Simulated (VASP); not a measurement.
# ZnO (zincite) (P6_3mc) in VASP: further runs

ZnO (zincite) is run at these levels: LDA, PBEsol, PBE; tasks: single point.

Everything below comes from runs of VASP 6.6.1. Logs are shortened: lines on timing, memory, paths and dates and some standing lists are left out, and cuts for length are marked.

**The experiment to reproduce.**

“Electronic structure of alkaline earth and post-transition metal oxides”, 2009, arxiv:0908.1581 quotes, for a bulk crystal of ZnO: band gap 3.37 eV.

How close the calculation comes is told below.

### 1 The cell of the first run

It takes space group P6_3mc (No. 186, hexagonal). Conventional cell: a = 3.187 Å, b = 3.187 Å, c = 5.153 Å, α = 90.00°, β = 90.00°, γ = 120.00°. Zn (site symmetry 3m) has 4 O at 1.94 to 1.95 Å within 2.6 Å. Within 2.6 Å of O (site symmetry 3m) lie 4 Zn at 1.94 to 1.95 Å.

### 2 Single point, LDA

File INCAR:

```
ALGO     = Normal         # electronic algorithm
EDIFF    = 1E-6           # SCF threshold, eV
ENCUT    = 520            # plane-wave cutoff, eV
ISIF     = 2              # what is computed and relaxed
ISMEAR   = -1             # smearing method
LASPH    = T              # aspherical terms in the spheres
LCHARG   = F              # write CHGCAR
LREAL    = F              # projectors in reciprocal space
LWAVE    = F              # write WAVECAR
NBANDS   = 26             # bands
NELM     = 100            # most SCF steps
PREC     = Accurate       # precision mode
SIGMA    = 0.02           # smearing width, eV
```

File KPOINTS:

```
k-points
0
Gamma
  12 12 6
```

File POSCAR:

```
ZnO
1.0
    3.1873906805      0.0000000000      0.0000000000
   -1.5936953402      2.7603613011      0.0000000000
    0.0000000000      0.0000000000      5.1526213086
Zn O
2 2
Direct
    0.3333333333      0.6666666667      0.5002773550
    0.6666666667      0.3333333333      0.0002773550
    0.6666666667      0.3333333333      0.3787326450
    0.3333333333      0.6666666667      0.8787326450
```

Potentials or basis: VASP PAW LDA potentials, release 64 (Zn, O).

The run is started by

```sh
$ cat potpaw_LDA.64/Zn/POTCAR potpaw_LDA.64/O/POTCAR > POTCAR
$ mpirun -np 1 vasp_std > vasp.out
```

OUTCAR:

```text
EDIFF = 1E-6
   ENCUT = 520
   ISIF = 2
   ISMEAR = -1
   LASPH = T
   LREAL = F
   NELM = 100
   PREC = Accurate

 ion  position               nearest neighbor table
   1  0.333  0.667  0.500-   3 1.94   3 1.94   3 1.94   4 1.95
   2  0.667  0.333  0.000-   4 1.94   4 1.94   4 1.94   3 1.95
   3  0.667  0.333  0.379-   1 1.94   1 1.94   1 1.94   2 1.95
   4  0.333  0.667  0.879-   2 1.94   2 1.94   2 1.94   1 1.95

  LATTYP: Found a hexagonal cell.
 ALAT       =     3.1873906805
 C/A-ratio  =     1.6165640880

  Lattice vectors:

 A1 = (   3.1873906805,   0.0000000000,   0.0000000000)
 A2 = (  -1.5936953402,   2.7603613011,   0.0000000000)
 A3 = (   0.0000000000,   0.0000000000,   5.1526213086)

Analysis of symmetry for initial positions (statically):
=====================================================================
 Subroutine PRICEL returns:
 Original cell was already a primitive cell.

 Routine SETGRP: Setting up the symmetry group for a
 hexagonal supercell.

 Subroutine GETGRP returns: Found 12 space group operations
 (whereof  6 operations were pure point group operations)
 out of a pool of 24 trial point group operations.

The static configuration has the point symmetry C_3v.
 The point group associated with its full space group is C_6v.

Analysis of symmetry for dynamics (positions and initial velocities):
=====================================================================
 Subroutine PRICEL returns:
 Original cell was already a primitive cell.

 Routine SETGRP: Setting up the symmetry group for a
 hexagonal supercell.

 Subroutine GETGRP returns: Found 12 space group operations
 (whereof  6 operations were pure point group operations)
 out of a pool of 24 trial point group operations.

The dynamic configuration has the point symmetry C_3v.
 The point group associated with its full space group is C_6v.

 Subroutine INISYM returns: Found 12 space group operations
 (whereof  6 operations are pure point group operations),
 and found     1 'primitive' translations

----------------------------------------------------------------------------------------

                                     Primitive cell

  volume of cell :      45.3346

  direct lattice vectors                    reciprocal lattice vectors
     3.187390681  0.000000000  0.000000000     0.313736250  0.181135708  0.000000000
    -1.593695340  2.760361301  0.000000000     0.000000000  0.362271417  0.000000000
     0.000000000  0.000000000  5.152621309     0.000000000  0.000000000  0.194075974

  length of vectors
     3.187390681  3.187390680  5.152621309     0.362271417  0.362271417  0.194075974

  position of ions in fractional coordinates (direct lattice)
     0.333333333  0.666666667  0.500277355
     0.666666667  0.333333333  0.000277355
     0.666666667  0.333333333  0.378732645
     0.333333333  0.666666667  0.878732645

  ion indices of the primitive-cell ions
   primitive index   ion index
                 1           1
                 2           2
                 3           3
                 4           4

----------------------------------------------------------------------------------------

 KPOINTS: k-points

Automatic generation of k-mesh.
 Grid dimensions read from file:
 generate k-points for:   12   12    6

 Generating k-lattice:

  Cartesian coordinates                     Fractional coordinates (reciprocal lattice)
     0.026144688  0.015094642  0.000000000     0.083333333  0.000000000  0.000000000
     0.000000000  0.030189285  0.000000000     0.000000000  0.083333333  0.000000000
     0.000000000  0.000000000  0.032345996     0.000000000  0.000000000  0.166666667

  Length of vectors
     0.030189285  0.030189285  0.032345996

  Shift w.r.t. Gamma in fractional coordinates (k-lattice)
     0.000000000  0.000000000  0.000000000

 Subroutine IBZKPT returns following result:
 ===========================================

 Found     76 irreducible k-points:

 Following reciprocal coordinates:
            Coordinates               Weight
  0.000000  0.000000  0.000000      1.000000
  0.083333 -0.000000  0.000000      6.000000
  0.166667 -0.000000  0.000000      6.000000
  0.250000 -0.000000  0.000000      6.000000
  0.333333 -0.000000  0.000000      6.000000
  0.416667 -0.000000  0.000000      6.000000
[... 16 lines left out ...]
  0.250000 -0.000000  0.166667     12.000000
  0.333333 -0.000000  0.166667     12.000000
 [... further k-points ...]
   k-points           NKPTS =     76   k-points in BZ     NKDIM =     76   number of bands    NBANDS=     26
   number of dos      NEDOS =    301   number of ions     NIONS =      4
   total plane-waves  NPLWV =  23040
   dimension x,y,z NGX =    24 NGY =   24 NGZ =   40
   dimension x,y,z NGXF=    48 NGYF=   48 NGZF=   80
   ions per type =               2   2
   NGX,Y,Z   is equivalent  to a cutoff of  12.52, 12.52, 12.91 a.u.
   NGXF,Y,Z  is equivalent  to a cutoff of  25.04, 25.04, 25.81 a.u.
 SYSTEM =  unknown system
   PREC   = accura    normal or accurate (medium, high low for compatibility)
   ISTART =      0    job   : 0-new  1-cont  2-samecut
   ICHARG =      2    charge: 1-file 2-atom 10-const
   ISPIN  =      1    spin polarized calculation?
   LNONCOLLINEAR =      F non collinear calculations
   LSORBIT =      F    spin-orbit coupling
   LASPH  =      T    aspherical Exc in radial PAW
   ENCUT  =  520.0 eV  38.22 Ry    6.18 a.u.   5.93  5.93  9.58*2*pi/ulx,y,z
   NELM   =    100;   NELMIN=  2; NELMDL= -5     # of ELM steps
   EDIFF  = 0.1E-05   stopping-criterion for ELM
   LREAL  =      F    real-space projection
   EDIFFG = 0.1E-04   stopping-criterion for IOM
   NSW    =      0    number of steps for IOM
   IBRION =     -1    ionic relax: 0-MD 1-quasi-New 2-CG
   NFREE  =      0    steps in history (QN), initial steepest desc. (CG)
   ISIF   =      2    stress and relaxation
   ISYM   =      2    0-nonsym 1-usesym 2-fastsym
   POTIM  = 0.5000    time-step for ionic-motion
   TEBEG  =    0.0;   TEEND  =   0.0 temperature during run
   PSTRESS=    0.0 pullay stress
   NELECT =      36.0000    total number of electrons
   NUPDOWN=      -1.0000    fix difference up-down
   EMIN   =  10.00;   EMAX   =-10.00  energy-range for DOS
   EFERMI =   0.00;   METHOD = LEGACY
   ISMEAR =    -1;   SIGMA  =   0.02  broadening in eV -4-tet -1-fermi 0-gaus
   EFERMI_NEDOS =   21; number of points for ismear=-14 and -15
   IALGO  =     38    algorithm
   IMIX   =      4    mixing-type and parameters
     AMIX     =   0.40;   BMIX     =  1.00
     AMIX_MAG =   1.60;   BMIX_MAG =  1.00
  volume/ion in A,a.u.               =      11.33        76.48
  Fermi-wavevector in a.u.,A,eV,Ry     =   1.516000  2.864824 31.269668  2.298256
  Thomas-Fermi vector in A             =   2.625448
   LORBIT       =      0    0 simple, 1 ext, 2 COOP (PROOUT), +10 PAW based schemes
   GGA     = CA    functional components
   LHFCALC =     F    Hartree Fock is set to
   AEXX    =    0.0000 exact exchange contribution
   IVDW    =     0    specifies the selected vdW correction
   LEPSILON=     F    determine dielectric tensor
   LRPA    =     F    only Hartree local field effects (RPA)
 non-spin polarized calculation
  energy-cutoff  :      520.00
  volume of cell :       45.33
 maximum number of plane-waves:      1237
 NGX is ok and might be reduce to    24
   NGX = 11   NGY = 11   NGZ = 19

 number of electron      35.9999984 magnetization

 Free energy of the ion-electron system (eV)
  ---------------------------------------------------
  ext. energy  EPLUGINS =         0.00000000
  ---------------------------------------------------
  free energy    TOTEN  =       -21.15690314 eV

  energy without entropy =      -21.15690314  energy(sigma->0) =      -21.15690314

 E-fermi :   1.7218     XC(G=0): -11.7244

 val. band max:        1.3499281927   @ k =   0.0000   0.0000   0.0000
 cond. band min:       2.1582991001   @ k =   0.0000   0.0000   0.0000
 fundamental gap:      0.8083709074
 Fermi energy:         1.7218032139

 k-point     1 :       0.0000    0.0000    0.0000
  band No.  band energies     occupation
      1     -16.8729      2.00000
      2     -16.0301      2.00000
      3      -4.7732      2.00000
      4      -4.6817      2.00000
      5      -4.6817      2.00000
      6      -4.6429      2.00000
[... 18 lines left out ...]
     25      15.6588      0.00000
     26      15.6588      0.00000

 k-point     2 :       0.0833   -0.0000    0.0000
  band No.  band energies     occupation
      1     -16.8279      2.00000
      2     -16.0094      2.00000
      3      -4.7496      2.00000
      4      -4.6969      2.00000
      5      -4.6575      2.00000
      6      -4.6143      2.00000
[... 18 lines left out ...]
     25      15.5119      0.00000
     26      15.7606      0.00000

 k-point     3 :       0.1667   -0.0000    0.0000
  band No.  band energies     occupation
      1     -16.7015      2.00000
      2     -15.9552      2.00000
      3      -4.8691      2.00000
      4      -4.5941      2.00000
      5      -4.5831      2.00000
      6      -4.5480      2.00000
[... 18 lines left out ...]
     25      15.4863      0.00000
     26      15.8581      0.00000

 k-point     4 :       0.2500   -0.0000    0.0000
  band No.  band energies     occupation
      1     -16.5175      2.00000
      2     -15.8862      2.00000
      3      -4.9988      2.00000
      4      -4.6159      2.00000
      5      -4.5167      2.00000
      6      -4.4136      2.00000
[... 18 lines left out ...]
     25      14.8191      0.00000
     26      15.6964      0.00000
[... 496 lines left out ...]
      1     -16.6536      2.00000
      2     -16.0071      2.00000
      3      -4.9096      2.00000
      4      -4.7543      2.00000
      5      -4.5835      2.00000
      6      -4.5501      2.00000
[... 18 lines left out ...]
     25      14.6121      0.00000
     26      15.6295      0.00000

 k-point    23 :       0.2500   -0.0000    0.1667
  band No.  band energies     occupation
      1     -16.4758      2.00000
      2     -15.9287      2.00000
      3      -5.0348      2.00000
      4      -4.7539      2.00000
      5      -4.5012      2.00000
      6      -4.4338      2.00000
[... 18 lines left out ...]
     25      14.8193      0.00000
     26      15.5603      0.00000

 k-point    24 :       0.3333   -0.0000    0.1667
  band No.  band energies     occupation
      1     -16.2805      2.00000
      2     -15.8601      2.00000
      3      -5.1045      2.00000
      4      -4.7970      2.00000
      5      -4.4322      2.00000
      6      -4.2930      2.00000
[... 18 lines left out ...]
     25      14.8603      0.00000
     26      15.5384      0.00000

 [... further k-points ...]

------------------------ aborting loop because EDIFF is reached ----------------------------------------

  FORCE on cell =-STRESS in cart. coord.  units (eV):
  Direction    XX          YY          ZZ          XY          YZ          ZX
  --------------------------------------------------------------------------------------
  -------------------------------------------------------------------------------------
  Total        0.3105182      0.3105182      0.3058030      0.0000000      0.0000000      0.0000000
  in kB       10.9740803     10.9740803     10.8074402      0.0000000      0.0000000      0.0000000
  external PRESSURE =      10.9185336 kB  Pullay stress =       0.0000000 kB

 VOLUME and BASIS-vectors are now :
 -----------------------------------------------------------------------------
  energy-cutoff  :      520.00
  volume of cell :       45.33
      direct lattice vectors                 reciprocal lattice vectors
     3.187390681  0.000000000  0.000000000     0.313736250  0.181135708  0.000000000
    -1.593695340  2.760361301  0.000000000     0.000000000  0.362271417  0.000000000
     0.000000000  0.000000000  5.152621309     0.000000000  0.000000000  0.194075974

 POSITION                                       TOTAL-FORCE (eV/Angst)
 -----------------------------------------------------------------------------------
     -0.00000      1.84024      2.57774         0.000000      0.000000      0.002036
      1.59370      0.92012      0.00143        -0.000000     -0.000000      0.002036
      1.59370      0.92012      1.95147         0.000000     -0.000000     -0.002036
     -0.00000      1.84024      4.52778         0.000000     -0.000000     -0.002036
 -----------------------------------------------------------------------------------
    total drift:                                0.000001      0.000001      0.000012

  FREE ENERGIE OF THE ION-ELECTRON SYSTEM (eV)
  ---------------------------------------------------
  free  energy   TOTEN  =       -21.1569031364 eV

  energy  without entropy=      -21.1569031364  energy(sigma->0) =      -21.15690314
```

Run time: 27 s. Hardware: 1 thread of Intel Xeon Platinum 8559C (Emerald Rapids), shared host; peak memory 0.19 GiB.

Results:

```yaml
Free_energy: -21.1569 eV
Pressure: 1.1 GPa
Band_gap_on_the_k_mesh: 0.81 eV, direct
```

Forces on the atoms (eV/Å):
```
Zn   0.000  0.000  0.002
Zn   0.000  0.000  0.002
O    0.000  0.000 -0.002
O    0.000  0.000 -0.002
```

Levels at points of the mesh, in eV from the valence-band top:
| k point | band 14 | band 15 | band 16 | band 17 | band 18 | band 19 | band 20 | band 21 | band 22 | band 23 |
| --- | --- | --- | --- | --- | --- | --- | --- | --- | --- | --- |
| (0.00, 0.00, 0.00) | -0.86 | -0.86 | -0.11 | 0.00 | 0.00 | 0.81 | 5.29 | 8.20 | 12.96 | 12.96 |
| (0.50, 0.00, 0.00) | -3.77 | -3.03 | -2.45 | -1.41 | -0.91 | 5.89 | 6.77 | 7.45 | 8.71 | 10.66 |
| (0.00, 0.00, 0.50) | -2.32 | -0.43 | -0.43 | -0.43 | -0.43 | 3.49 | 3.49 | 10.06 | 10.06 | 13.27 |
| (0.50, 0.00, 0.50) | -3.93 | -1.63 | -1.63 | -1.50 | -1.50 | 5.64 | 5.64 | 8.58 | 8.58 | 11.30 |

(Continued in part 2 of 2.)
